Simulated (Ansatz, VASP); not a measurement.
TaBi: VASP beside Ansatz

File POSCAR:

```
TaBi
1.0
    0.0000000000      3.2304824722      3.2304824722
    3.2304824722      0.0000000000      3.2304824722
    3.2304824722      3.2304824722      0.0000000000
Ta Bi
1 1
Direct
    0.0000000000      0.0000000000      0.0000000000
    0.2500000000      0.2500000000      0.2500000000
```

File INCAR.step1:

```
PREC = Accurate
ENCUT = 520
ISMEAR = 0
SIGMA = 0.05
LREAL = F
LASPH = T
NELM = 60
NBANDS = 20
GGA = PE
ALGO = Normal
EDIFF = 1E-4
LWAVE = T
LCHARG = F
```

INCAR.step2

```
PREC = Accurate
ENCUT = 520
EDIFF = 1E-7
ISMEAR = 0
SIGMA = 0.05
LREAL = F
LASPH = T
NELM = 60
ALGO = Normal
ISIF = 2
LWAVE = F
LCHARG = F
METAGGA = R2SCAN
LMIXTAU = T
NBANDS = 20
ISTART = 1
```

KPOINTS

```
regular mesh
0
Gamma
  10 10 10
```

Input for Ansatz:

```yaml
crystal:
  lattice:
    - [0.0, 3.2304824722, 3.2304824722]
    - [3.2304824722, 0.0, 3.2304824722]
    - [3.2304824722, 3.2304824722, 0.0]
  atoms:
    - { symbol: Ta, position: [0.0, 0.0, 0.0] }
    - { symbol: Bi, position: [0.25, 0.25, 0.25] }
basis:
  ecutwfc: 500
  ecutrho_ratio: 4
kpoints:
  mp_grid: { grid: [10, 10, 10] }
hamiltonian:
  xc: r2scan
scf:
  occupations: { method: gaussian, width: 0.05 }
output:
  forces: true
  stress: true
  eigenvalues: true
  populations: true
  write_density: true
  write_potential: true
  elf: true
  volumetric_format: npy
```

Alike in both runs: task single point; functional r2SCAN; k mesh 10 × 10 × 10; occupations gaussian, width 0.05 eV; no spin polarisation.

|  | VASP | Ansatz |
| --- | --- | --- |
| version | VASP 6.6.1 | Ansatz 0.2.0 |
| potentials or method | VASP PAW PBE potentials, release 64 (Ta_pv, Bi_d), cutoff 520 eV | scalar-relativistic, plane waves, PAW |
| valence electrons in the cell | 26 | 28 |

|  | VASP | Ansatz | Ansatz less VASP |
| --- | --- | --- | --- |
| gap on the k mesh at the Fermi level (eV) | none | none | - |
| pressure (GPa) | -1.5 | -1.5 | 0.00 |

VASP's potentials were made for PBE, not for r2SCAN. A gap of «none» marks a metal or a gap that the smearing closes. VASP's potentials hold 26 valence electrons a cell and Ansatz's 28, so a difference there can come from the potentials and not from the codes.

Neither program's run includes spin-orbit coupling.
